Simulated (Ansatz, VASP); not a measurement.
## Two plane-wave programs on Ta4Ga

```
Ta Ga
1.0
    -2.96084    2.96084    2.96084
     2.96084   -2.96084    2.96084
     2.96084    2.96084   -2.96084
Ta Ga
4 1
Direct
  0.00000 0.00000 0.50000
  0.00000 0.50000 0.00000
  0.50000 0.00000 0.00000
  0.50000 0.50000 0.50000
  0.00000 0.00000 0.00000
```

Change from the starting cell: species swapped into the MnGa4 type (Im-3m, No. 229).

Alike in both runs: functional PBE; k mesh 4 × 4 × 4; occupations gaussian, width 0.1 eV; no spin polarisation.

Ansatz relaxed the structure, and its values are those at the end. VASP's run is a single point on that final structure, the one shown.

|  | VASP | Ansatz |
| --- | --- | --- |
| version | VASP 6.6.1 | Ansatz 0.2.0 |
| potentials or method | VASP PAW PBE potentials, release 64 (Ta_pv, Ga_d), cutoff 520 eV | scalar-relativistic, plane waves, PAW |
| valence electrons in the cell | 57 | 65 |

|  | VASP | Ansatz | Ansatz less VASP |
| --- | --- | --- | --- |
| gap on the k mesh at the Fermi level (eV) | none | none | - |
| pressure (GPa) | 0.0 | -0.1 | -0.10 |

A gap of «none» marks a metal or a gap that the smearing closes. VASP's potentials hold 57 valence electrons a cell and Ansatz's 65, so a difference there can come from the potentials and not from the codes.

The k mesh is coarse, so the values compare programs but aren't converged. Neither program's run includes spin-orbit coupling.
